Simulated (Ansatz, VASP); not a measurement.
**ScAl2N3: VASP beside Ansatz**

File INCAR:

```
SYSTEM = ScAl2N3
  PREC = Accurate
  ENCUT = 600
  EDIFF = 1E-6
  ISMEAR = 0
  SIGMA = 0.1
  LREAL = .FALSE.
  LASPH = .TRUE.
  NELM = 100
  ALGO = Normal
  ISIF = 3
  LWAVE = .FALSE.
  LCHARG = .FALSE.
  GGA = PE
  IBRION = 2
  NSW = 100
  EDIFFG = -0.01
```

KPOINTS

```
regular mesh
0
G
  12 12 10
  0 0 0
```

The input POSCAR:

```
ScAl2N3
1.0
    4.6151690465      0.0000000000      0.0000000000
   -2.3075845233      3.9968536370      0.0000000000
    0.0000000000      0.0000000000      3.8540036759
Sc Al N
1 2 3
Direct
    0.0000000000      0.0000000000      0.5000000000
    0.3333333333      0.6666666667      0.0000000000
    0.6666666667      0.3333333333      0.0000000000
    0.0000000000      0.0000000000      0.0000000000
    0.3333333333      0.6666666667      0.5000000000
    0.6666666667      0.3333333333      0.5000000000
```

Input for Ansatz:

```yaml
crystal:
  lattice:
    - [4.6151690465, 0.0, 0.0]
    - [-2.3075845233, 3.996853637, 0.0]
    - [0.0, 0.0, 3.8540036759]
  atoms:
    - { symbol: Sc, position: [0.0, 0.0, 0.5] }
    - { symbol: Al, position: [0.3333333333, 0.6666666667, 0.0] }
    - { symbol: Al, position: [0.6666666667, 0.3333333333, 0.0] }
    - { symbol: "N", position: [0.0, 0.0, 0.0] }
    - { symbol: "N", position: [0.3333333333, 0.6666666667, 0.5] }
    - { symbol: "N", position: [0.6666666667, 0.3333333333, 0.5] }
basis:
  ecutwfc: 420
kpoints:
  mp_grid: { grid: [12, 12, 10] }
hamiltonian:
  xc: pbe
scf:
  occupations: { method: gaussian, width: 0.1 }
output:
  forces: true
  stress: true
  eigenvalues: true
relax:
  adjacent_minimum: "off"
  f_tol: 0.01
  max_steps: 80
  cell: { stress_tol: 0.05 }
```

Alike in both runs: task relaxation of cell and atoms; functional PBE; k mesh 12 × 12 × 10; occupations gaussian, width 0.1 eV; no spin polarisation.

```csv
,VASP,Ansatz
version,VASP 6.6.1,Ansatz 0.2.0
potentials or method,"VASP PAW PBE potentials, release 64 (Sc_sv, Al, N), cutoff 600 eV","scalar-relativistic, plane waves, PAW"
valence electrons in the cell,32,32
```

Ansatz gave:

- gap on the k mesh at the Fermi level, each at its own relaxed structure (eV): none
- relaxed volume (Å³/atom): 11.86
- relaxed cell length with the largest relative difference (Å): 3.850

Q: Estimate VASP's values.

A: gap on the k mesh at the Fermi level, each at its own relaxed structure (eV): none; relaxed volume (Å³/atom): 11.85; relaxed cell length with the largest relative difference (Å): 3.859.

A gap of «none» marks a metal or a gap that the smearing closes.
